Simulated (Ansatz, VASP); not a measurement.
# Pt in VASP and in Ansatz

Contents of INCAR:

```
SYSTEM = Pt
PREC = Accurate
ENCUT = 520
EDIFF = 1E-7
ISMEAR = 0
SIGMA = 0.15
LREAL = .False.
LASPH = .True.
NELM = 100
ALGO = Normal
ISIF = 2
LWAVE = .False.
LCHARG = .False.
NBANDS = 11
```

The input KPOINTS:

```
Automatic mesh
0
Gamma
  22 22 22
  0 0 0
```

POSCAR

```
Pt
1.0
    0.0000000000      1.9975176201      1.8491020610
    1.9975176201      0.0000000000      1.8491020610
    1.9975176201      1.9975176201      0.0000000000
Pt
1
Direct
    0.0000000000      0.0000000000      0.0000000000
```

Input for Ansatz:

```yaml
crystal:
  lattice:
    - [0.0, 1.9975176201, 1.849102061]
    - [1.9975176201, 0.0, 1.849102061]
    - [1.9975176201, 1.9975176201, 0.0]
  atoms:
    - { symbol: Pt, position: [0.0, 0.0, 0.0] }
basis:
  ecutwfc: 420
kpoints:
  mp_grid: { grid: [22, 22, 22] }
hamiltonian:
  xc: lda
  pseudopotentials: { kind: paw, azcp: { folder: soft_1 } }
scf:
  occupations: { method: gaussian, width: 0.15 }
output:
  forces: true
  stress: true
  eigenvalues: true
```

Alike in both runs: task single point; functional LDA; k mesh 22 × 22 × 22; occupations gaussian, width 0.15 eV; no spin polarisation.

```csv
,VASP,Ansatz
version,VASP 6.6.1,Ansatz 0.2.0
potentials or method,"VASP PAW LDA potentials, release 64 (Pt), cutoff 520 eV","scalar-relativistic, plane waves, PAW"
valence electrons in the cell,10,18
```

```csv
,VASP,Ansatz,Ansatz less VASP
gap on the k mesh at the Fermi level (eV),none,none,-
pressure (GPa),1.4,0.6,-0.78
"traceless stress, the component that is largest in VASP (GPa)",4.08,4.06,-0.021
```

Ansatz warns that its potentials were made for another functional, while VASP's fit it. LDA's correlation is that of Perdew and Zunger in VASP and of Perdew and Wang (1992) in Ansatz. A gap of «none» marks a metal or a gap that the smearing closes. VASP's potentials hold 10 valence electrons a cell and Ansatz's 18, so a difference there can come from the potentials and not from the codes.

Neither program's run includes spin-orbit coupling.
